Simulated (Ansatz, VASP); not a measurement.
**Two plane-wave programs on Si3N4**

Contents of POSCAR:

```
Si3N4
1.0
    0.0000000000      3.8937180000      3.8937180000
    3.8937180000      0.0000000000      3.8937180000
    3.8937180000      3.8937180000      0.0000000000
Si N
6 8
Direct
    0.1250000000      0.1250000000      0.6250000000
    0.1250000000      0.6250000000      0.1250000000
    0.6250000000      0.1250000000      0.1250000000
    0.1250000000      0.1250000000      0.1250000000
    0.7500000000      0.7500000000      0.7500000000
    0.5000000000      0.5000000000      0.5000000000
    0.3675630000      0.3675630000      0.3675630000
    0.3526890000      0.8824370000      0.8824370000
    0.8824370000      0.8824370000      0.3526890000
    0.8824370000      0.3526890000      0.8824370000
    0.3675630000      0.3675630000      0.8973110000
    0.3675630000      0.8973110000      0.3675630000
    0.8824370000      0.8824370000      0.8824370000
    0.8973110000      0.3675630000      0.3675630000
```

The input INCAR.step1:

```
ALGO = Normal ; EDIFF = 1E-4
ENCUT = 600 ; GGA = PE
ISMEAR = 0 ; LASPH = T
LCHARG = F ; LREAL = F
LWAVE = T ; NELM = 60
PREC = Accurate ; SIGMA = 0.02
```

INCAR.step2

```
ALGO = Normal ; EDIFF = 1E-6
EDIFFG = -0.005 ; ENCUT = 600
IBRION = 2 ; ISIF = 3
ISMEAR = 0 ; ISTART = 1
LASPH = T ; LCHARG = F
LMIXTAU = T ; LREAL = F
LWAVE = F ; METAGGA = R2SCAN
NELM = 60 ; NSW = 100
PREC = Accurate ; SIGMA = 0.02
```

KPOINTS

```
k-points
0
Gamma
  6 6 6
```

Input for Ansatz:

```yaml
crystal:
  lattice:
    - [0.0, 3.893718, 3.893718]
    - [3.893718, 0.0, 3.893718]
    - [3.893718, 3.893718, 0.0]
  atoms:
    - { symbol: Si, position: [0.125, 0.125, 0.625] }
    - { symbol: Si, position: [0.125, 0.625, 0.125] }
    - { symbol: Si, position: [0.625, 0.125, 0.125] }
    - { symbol: Si, position: [0.125, 0.125, 0.125] }
    - { symbol: Si, position: [0.75, 0.75, 0.75] }
    - { symbol: Si, position: [0.5, 0.5, 0.5] }
    - { symbol: "N", position: [0.367563, 0.367563, 0.367563] }
    - { symbol: "N", position: [0.352689, 0.882437, 0.882437] }
    - { symbol: "N", position: [0.882437, 0.882437, 0.352689] }
    - { symbol: "N", position: [0.882437, 0.352689, 0.882437] }
    - { symbol: "N", position: [0.367563, 0.367563, 0.897311] }
    - { symbol: "N", position: [0.367563, 0.897311, 0.367563] }
    - { symbol: "N", position: [0.882437, 0.882437, 0.882437] }
    - { symbol: "N", position: [0.897311, 0.367563, 0.367563] }
basis:
  ecutwfc: 500
kpoints:
  mp_grid: { grid: [6, 6, 6] }
hamiltonian:
  xc: r2scan
scf:
  occupations: { method: gaussian, width: 0.02 }
output:
  forces: true
  stress: true
  eigenvalues: true
  write_density: true
  write_potential: true
  elf: true
  volumetric_format: npy
relax:
  adjacent_minimum: "off"
  f_tol: 0.005
  max_steps: 80
  cell: { stress_tol: 0.05 }
```

Alike in both runs: task relaxation of cell and atoms; functional r2SCAN; k mesh 6 × 6 × 6; occupations gaussian, width 0.02 eV; no spin polarisation.

|  | VASP | Ansatz |
| --- | --- | --- |
| version | VASP 6.6.1 | Ansatz 0.2.0 |
| potentials or method | VASP PAW PBE potentials, release 64 (Si, N), cutoff 600 eV | scalar-relativistic, plane waves, PAW |
| valence electrons in the cell | 64 | 64 |

Ansatz gave:

- gap on the k mesh at the Fermi level, each at its own relaxed structure (eV): 4.03
- relaxed volume (Å³/atom): 8.25
- relaxed length of the cell vector where the two differ most in proportion (Å): 5.466

What did VASP give for the same quantities?

gap on the k mesh at the Fermi level, each at its own relaxed structure (eV): 4.02; relaxed volume (Å³/atom): 8.25; relaxed length of the cell vector where the two differ most in proportion (Å): 5.467.

VASP's potentials were made for PBE, not for r2SCAN.
